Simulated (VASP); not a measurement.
Write the native input for VASP 6.6.1 that does the following.

```yaml
Task: single point
Functional: PBE
Potentials_or_basis: VASP PAW PBE potentials, release 64 (Si, Te)
Cutoff: 520 eV
k_mesh: 6 × 6 × 10
Occupations: gaussian, width 0.1 eV
Spin: no spin polarisation
Dipole_correction: no
Further_INCAR_settings: ALGO = Normal; EDIFF = 1e-06; NBANDS = 28
```

The structure of Si3Te lies in POSCAR:

```
Si3Te
1.0
    7.2991156959      0.0000000000      0.0000000000
   -3.6495578479      6.3212196178      0.0000000000
    0.0000000000      0.0000000000      3.4443631053
Si Te
6 2
Direct
    0.8545222129      0.7090444258      0.2500000000
    0.1454777871      0.8545222129      0.7500000000
    0.2909555742      0.1454777871      0.2500000000
    0.1454777871      0.2909555742      0.7500000000
    0.8545222129      0.1454777871      0.2500000000
    0.7090444258      0.8545222129      0.7500000000
    0.3333333333      0.6666666667      0.2500000000
    0.6666666667      0.3333333333      0.7500000000
```

The cell was generated, and may not be a known phase.

These files were run (other wordings do the same):

INCAR

```
SYSTEM = Si3Te
ALGO = Normal
EDIFF = 1E-6
ENCUT = 520
GGA = PE
ISIF = 2
ISMEAR = 0
LASPH = .TRUE.
LCHARG = .FALSE.
LREAL = .FALSE.
LWAVE = .FALSE.
NBANDS = 28
NELM = 100
PREC = Accurate
SIGMA = 0.1
```

KPOINTS

```
k-points
0
G
  6 6 10
  0 0 0
```

Potentials or basis: VASP PAW PBE potentials, release 64 (Si, Te).

Launch:

```bash
$ cat potpaw_PBE.64/Si/POTCAR potpaw_PBE.64/Te/POTCAR > POTCAR
$ mpirun -np 1 vasp_std > vasp.out
```

Results of the run:

- Pressure: 0.0 GPa
- Largest force: 0.003 eV/Å
- Band gap on the k mesh: zero (bands 18 and 19 overlap by 3.17 eV)

Caveat: spin-orbit coupling is left out, which moves the levels of the heavy elements.

Wall time 4.2 min on 1 thread of Intel Xeon 8259CL, with other jobs on the host, peak memory 0.31 GiB.
